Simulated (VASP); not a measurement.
Input of a VASP 6.6.1 run:

File INCAR:

```
ALGO     = Normal         # electronic algorithm
EDIFF    = 1E-7           # SCF threshold, eV
ENCUT    = 520            # plane-wave cutoff, eV
GGA      = PE             # functional
ISIF     = 2              # what is computed and relaxed
ISMEAR   = -1             # smearing method
LASPH    = T              # aspherical terms in the spheres
LCHARG   = T              # write CHGCAR
LELF     = T              # ELF
LREAL    = F              # projectors in reciprocal space
LVHAR    = T            
LWAVE    = F              # write WAVECAR
NBANDS   = 61             # bands
NELM     = 100            # most SCF steps
PREC     = Accurate       # precision mode
SIGMA    = 0.02           # smearing width, eV
```

Contents of KPOINTS:

```
k-points
0
Gamma
  6 6 4
```

File POSCAR:

```
Ti3SnO8
1.0
    3.3168588567     -3.3169257243      0.0000000000
    3.3168588567      3.3169257243      0.0000000000
    0.0000000000      0.0000000000      6.0739643565
Sn Ti O
1 3 8
Direct
    0.5000000000      0.5000000000      0.0000000000
    0.0000000000      0.0000000000      0.7444006739
    0.5000000000      0.5000000000      0.5000000000
    0.0000000000      0.0000000000      0.2555993261
    0.1867774370      0.1867774370      0.0000000000
    0.8132225630      0.8132225630      0.0000000000
    0.6997436374      0.3002563626      0.7367770473
    0.3002563626      0.6997436374      0.7367770473
    0.1936257469      0.1936257469      0.5000000000
    0.8063742531      0.8063742531      0.5000000000
    0.6997436374      0.3002563626      0.2632229527
    0.3002563626      0.6997436374      0.2632229527
```

Potentials or basis: VASP PAW PBE potentials, release 64 (Sn_d, Ti_sv, O).

Run with:

```bash
$ cat potpaw_PBE.64/Sn_d/POTCAR potpaw_PBE.64/Ti_sv/POTCAR potpaw_PBE.64/O/POTCAR > POTCAR
$ mpirun -np 1 vasp_std > vasp.out
```

Q: Estimate the pressure.

A: 0.6 GPa.

Q: What does it give for the largest force?

A: 0.033 eV/Å.

Q: What does it give for the band gap on the k mesh?

A: 1.67 eV.

Stress tensor (GPa, compression positive):
```
0.51 0.00 0.00
0.00 0.53 0.00
0.00 0.00 0.83
```

Caveat: spin-orbit coupling is left out, which moves the levels of the heavy elements. A k mesh can miss the band edges.
